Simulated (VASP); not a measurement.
A run of VASP 6.6.1 is set up as follows.

POSCAR

```
Lu
1.0
    3.5048186286      0.0000000000      0.0000000000
   -1.7524093143      3.0352619680      0.0000000000
    0.0000000000      0.0000000000      5.4696750779
Lu
2
Direct
    0.3333333333      0.6666666667      0.2500000000
    0.6666666667      0.3333333333      0.7500000000
```

The input INCAR.step1:

```
PREC = Accurate ; ENCUT = 520
ISMEAR = -1 ; SIGMA = 0.1
LREAL = False ; LASPH = True
NELM = 80 ; NBANDS = 32
GGA = PE ; ALGO = Normal
EDIFF = 1E-4 ; LWAVE = True
LCHARG = False
```

INCAR.step2

```
PREC = Accurate ; ENCUT = 520
EDIFF = 1E-7 ; ISMEAR = -1
SIGMA = 0.1 ; LREAL = False
LASPH = True ; NELM = 80
ALGO = Normal ; ISIF = 2
LWAVE = False ; LCHARG = False
METAGGA = R2SCAN ; LMIXTAU = True
NBANDS = 32 ; ISTART = 1
```

KPOINTS

```
Automatic mesh
0
Gamma
  15 15 9
```

Potentials or basis: VASP PAW PBE potentials, release 64 (Lu).

Launch:

```sh
$ cat potpaw_PBE.64/Lu/POTCAR > POTCAR
$ cp INCAR.step1 INCAR
$ mpirun -np 1 vasp_std > vasp.out
$ cp INCAR.step2 INCAR
$ mpirun -np 1 vasp_std > vasp.out
```

Predict the band gap on the k mesh.

zero (bands 25 and 26 overlap by 1.79 eV).

What does it give for the pressure?

0.3 GPa.

Stress tensor (GPa, compression positive):
```
0.29 0.00 0.00
0.00 0.29 0.00
0.00 0.00 0.43
```

Caveat: the PAW data sets were made with another functional, which shifts forces and pressure a little; spin-orbit coupling is left out, which moves the levels of the heavy elements.
